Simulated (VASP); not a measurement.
# Se (P3_121) in VASP: notebook, part 3 of 3

VASP 6.6.1. Earlier steps stand in the parts before.

## Step 4: Relaxation of cell and atoms, PBE+D3(BJ)

Input file INCAR:

```
SYSTEM = Se
  ALGO = Normal
  EDIFF = 1E-7
  EDIFFG = -0.001
  ENCUT = 600
  GGA = PE
  IBRION = 2
  ISIF = 3
  ISMEAR = 0
  IVDW = 12
  LASPH = .True.
  LCHARG = .False.
  LREAL = .False.
  LWAVE = .False.
  NELM = 100
  NSW = 80
  PREC = Accurate
  SIGMA = 0.01
```

Input file KPOINTS:

```
k-points
0
Gamma
  12 12 8
  0 0 0
```

Input file POSCAR:

```
Se
1.0
    4.0681465710      0.0000000000      0.0000000000
   -2.0340732855      3.5231182768      0.0000000000
    0.0000000000      0.0000000000      5.1277306249
Se
3
Direct
    0.2473450699      0.0000000000      0.3333333333
    0.0000000000      0.2473450699      0.6666666667
    0.7526549301      0.7526549301      0.0000000000
```

Potentials or basis: VASP PAW PBE potentials, release 64 (Se).

On the command line:

```console
cat potpaw_PBE.64/Se/POTCAR > POTCAR
mpirun -np 1 vasp_std > vasp.out
```

OUTCAR:

```text
SYSTEM = Se
   EDIFF = 1E-7
   EDIFFG = -0.001
   ENCUT = 600
   GGA = PE
   IBRION = 2
   ISIF = 3
   ISMEAR = 0
   IVDW = 12
   LASPH = .True.
   LREAL = .False.
   NELM = 100
   NSW = 80
   PREC = Accurate
 IVDW          = 12

 ion  position               nearest neighbor table
   1  0.247  0.000  0.333-   3 2.44   2 2.44
   2  0.000  0.247  0.667-   3 2.44   1 2.44
   3  0.753  0.753  0.000-   2 2.44   1 2.44

  LATTYP: Found a hexagonal cell.
 ALAT       =     4.0681465710
 C/A-ratio  =     1.2604586721

  Lattice vectors:

 A1 = (   4.0681465710,   0.0000000000,   0.0000000000)
 A2 = (  -2.0340732855,   3.5231182768,   0.0000000000)
 A3 = (   0.0000000000,   0.0000000000,   5.1277306249)

Analysis of symmetry for initial positions (statically):
=====================================================================
 Subroutine PRICEL returns:
 Original cell was already a primitive cell.

 Routine SETGRP: Setting up the symmetry group for a
 hexagonal supercell.

 Subroutine GETGRP returns: Found  6 space group operations
 (whereof  2 operations were pure point group operations)
 out of a pool of 24 trial point group operations.

The static configuration has the point symmetry C_2 .
 The point group associated with its full space group is D_3 .

Analysis of symmetry for dynamics (positions and initial velocities):
=====================================================================
 Subroutine PRICEL returns:
 Original cell was already a primitive cell.

 Routine SETGRP: Setting up the symmetry group for a
 hexagonal supercell.

 Subroutine GETGRP returns: Found  6 space group operations
 (whereof  2 operations were pure point group operations)
 out of a pool of 24 trial point group operations.

The dynamic configuration has the point symmetry C_2 .
 The point group associated with its full space group is D_3 .

 Subroutine INISYM returns: Found  6 space group operations
 (whereof  2 operations are pure point group operations),
 and found     1 'primitive' translations

----------------------------------------------------------------------------------------

                                     Primitive cell

  volume of cell :      73.4935

[... 109 lines left out ...]
     AMIX     =   0.40;   BMIX     =  1.00
     AMIX_MAG =   1.60;   BMIX_MAG =  1.00
  volume/ion in A,a.u.               =      24.50       165.32
  Fermi-wavevector in a.u.,A,eV,Ry     =   1.024274  1.935597 14.274368  1.049136
  Thomas-Fermi vector in A             =   2.158052
   LORBIT       =      0    0 simple, 1 ext, 2 COOP (PROOUT), +10 PAW based schemes
   GGA     = PE    functional components
   LHFCALC =     F    Hartree Fock is set to
   AEXX    =    0.0000 exact exchange contribution
   IVDW    =    12    specifies the selected vdW correction
   LEPSILON=     F    determine dielectric tensor
   LRPA    =     F    only Hartree local field effects (RPA)
 conjugate gradient relaxation of ions
 non-spin polarized calculation
 Gauss-broadening in eV      SIGMA  =   0.01
  energy-cutoff  :      600.00
  volume of cell :       73.49
 maximum number of plane-waves:      2472
 NGX is ok and might be reduce to    36
   NGX = 17   NGY = 17   NGZ = 21

--------------------------------------- Ionic step        1  -------------------------------------------

 number of electron      18.0000000 magnetization

 Free energy of the ion-electron system (eV)
  ---------------------------------------------------
  ext. energy  EPLUGINS =         0.00000000
  ---------------------------------------------------
  free energy    TOTEN  =       -10.42384963 eV

  energy without entropy =      -10.42384963  energy(sigma->0) =      -10.42384963

------------------------ aborting loop because EDIFF is reached ----------------------------------------

 Edisp (eV)   -1.06851

 E8    (eV) :    -0.4415
[... 237 lines left out ...]
--------------------------------------- Ionic step        7  -------------------------------------------

 number of electron      18.0000000 magnetization

 Free energy of the ion-electron system (eV)
  ---------------------------------------------------
  ext. energy  EPLUGINS =         0.00000000
  ---------------------------------------------------
  free energy    TOTEN  =       -10.42248326 eV

  energy without entropy =      -10.42248326  energy(sigma->0) =      -10.42248326

 E-fermi :   3.7406     XC(G=0):  -9.4398

 val. band max:        3.7003480456   @ k =   0.4167   0.1667   0.5000
 cond. band min:       4.1988493357   @ k =   0.3333   0.3333   0.5000
 fundamental gap:      0.4985012901
 Fermi energy:         3.7406349419

 k-point     1 :       0.0000    0.0000    0.0000
  band No.  band energies     occupation
      1     -12.2567      2.00000
      2      -8.2226      2.00000
      3      -8.2226      2.00000
      4       0.0652      2.00000
      5       0.2646      2.00000
      6       0.2646      2.00000
      7       1.8323      2.00000
      8       1.8323      2.00000
      9       3.1607      2.00000
     10       5.1531      0.00000
     11       5.1531      0.00000
     12       5.7513      0.00000
     13      10.1055      0.00000
[... 354 lines left out ...]
  band No.  band energies     occupation
      1     -12.0073      2.00000
      2      -9.0358      2.00000
      3      -7.4713      2.00000
      4      -0.8912      2.00000
      5      -0.6099      2.00000
      6       0.2785      2.00000
      7       2.1117      2.00000
      8       2.6152      2.00000
      9       3.0969      2.00000
     10       4.8235      0.00000
     11       5.0085      0.00000
     12       5.7049      0.00000
     13       9.3146      0.00000

 [... further k-points ...]

------------------------ aborting loop because EDIFF is reached ----------------------------------------

 Edisp (eV)   -1.06994

 E8    (eV) :    -0.4421
[... 26 lines left out ...]
  FREE ENERGIE OF THE ION-ELECTRON SYSTEM (eV)
  ---------------------------------------------------
  free  energy   TOTEN  =       -11.4924197991 eV

  energy  without entropy=      -11.4924197991  energy(sigma->0) =      -11.49241980

 reached required accuracy - stopping structural energy minimisation
```

CONTCAR:

```text
Se
   1.00000000000000
     4.0632657310429625    0.0000000000000001    0.0000000000000000
    -2.0316328655214813    3.5188913454054158   -0.0000000000000000
    -0.0000000000000000   -0.0000000000000000    5.1339542378914684
  Se
     3
Direct
     0.2479387805196677    0.0000000000000000    0.3333333332999970
     0.0000000000000000    0.2479387805196677    0.6666666667000030
     0.7520612194803322    0.7520612194803322    0.0000000000000000

  0.00000000E+00  0.00000000E+00  0.00000000E+00
  0.00000000E+00  0.00000000E+00  0.00000000E+00
  0.00000000E+00  0.00000000E+00  0.00000000E+00
```

Wall time 3.5 min (1 thread of AMD EPYC 9R45 (Zen 5), shared host); peak memory 0.29 GiB.

Results:

* Free energy: -11.4924 eV
* Relaxed volume: 24.47 Å³/atom
* Relaxed cell: a = 4.063 Å, b = 4.063 Å, c = 5.134 Å, α = 90.00°, β = 90.00°, γ = 120.00°
* Space group after relaxing (to 0.1 Å): P3_121 (No. 152)
* Energy gained by relaxing: 0.0 meV/atom
* Ionic steps: 7
* Pressure after relaxing: 0.0 GPa
* Band gap on the k mesh: 0.50 eV (least direct gap 0.51 eV)
* Dispersion energy per atom: -0.357 eV

Final structure:
```cif
data_structure
_symmetry_space_group_name_H-M 'P 1'
_symmetry_Int_Tables_number 1
_cell_length_a 4.0633
_cell_length_b 4.0633
_cell_length_c 5.1340
_cell_angle_alpha 90.000
_cell_angle_beta 90.000
_cell_angle_gamma 120.000
_cell_volume 73.41
loop_
_atom_site_label
_atom_site_type_symbol
_atom_site_fract_x
_atom_site_fract_y
_atom_site_fract_z
_atom_site_occupancy
Se1 Se 0.24794 0.00000 0.33333 1
Se2 Se 0.00000 0.24794 0.66667 1
Se3 Se 0.75206 0.75206 0.00000 1
```

## Step 5: Summary

| task | cell | cutoff (eV) | smearing | gap on the mesh (eV) | pressure (GPa) | relaxed volume (Å³/atom) |
| --- | --- | --- | --- | --- | --- | --- |
| relaxation of cell and atoms | relaxed from a = 4.068, b = 4.068, c = 5.128 Å, angles 90.0, 90.0, 120.0°, 3 atoms | 600 | gaussian 0.02 eV | 0.51 | 0.0 | 24.52 |
| single point | a = 4.067, b = 4.067, c = 5.130 Å, angles 90.0, 90.0, 120.0°, 3 atoms | 520 | gaussian 0.01 eV | 0.51 | 0.1 | - |
| relaxation of cell and atoms | relaxed from a = 4.068, b = 4.068, c = 5.128 Å, angles 90.0, 90.0, 120.0°, 3 atoms | 600 | gaussian 0.01 eV | 0.50 | 0.0 | 24.47 |

Alike in all rows: level PBE+D3(BJ); potentials or basis VASP PAW PBE potentials, release 64 (Se); no spin polarisation; k mesh 12 × 12 × 8.

Absolute energies hang on the potentials; compare differences alone.
